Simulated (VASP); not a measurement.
CaSe, 2 atoms in the cell. Symmetry: F-43m, No. 216, cubic system. The conventional cell has a = 6.488 Å, b = 6.488 Å, c = 6.488 Å, α = 90.00°, β = 90.00°, γ = 90.00°. Within 3.7 Å of Ca (site symmetry -43m) lie 4 Se at 2.81 Å. Within 3.7 Å of Se (site symmetry -43m) lie 4 Ca at 2.81 Å. 

| Quantity | Value |
| --- | --- |
| Program | VASP 6.6.1 |
| Task | single point |
| Functional | PBEsol |
| Potentials or basis | VASP PAW PBE potentials, release 64 (Ca_sv, Se) |
| Cutoff | 500 eV |
| k mesh | 6 × 6 × 6 |
| Occupations | gaussian, width 0.01 eV |
| Spin | no spin polarisation |
| Dipole correction | no |
| Further INCAR settings | ALGO = Normal; EDIFF = 1e-06; NBANDS = 15 |

Potentials or basis: VASP PAW PBE potentials, release 64 (Ca_sv, Se).

Command:

```console
$ cat potpaw_PBE.64/Ca_sv/POTCAR potpaw_PBE.64/Se/POTCAR > POTCAR
$ mpirun -np 1 vasp_std > vasp.out
```

Hardware: 1 thread of Intel Xeon 8259CL, with other jobs on the host.

Q: How long does it take, and how much memory?

A: Wall time 20 s on 1 thread of Intel Xeon 8259CL (shared host), peak memory 0.21 GiB. Counts: scf iterations 12, k points 16.
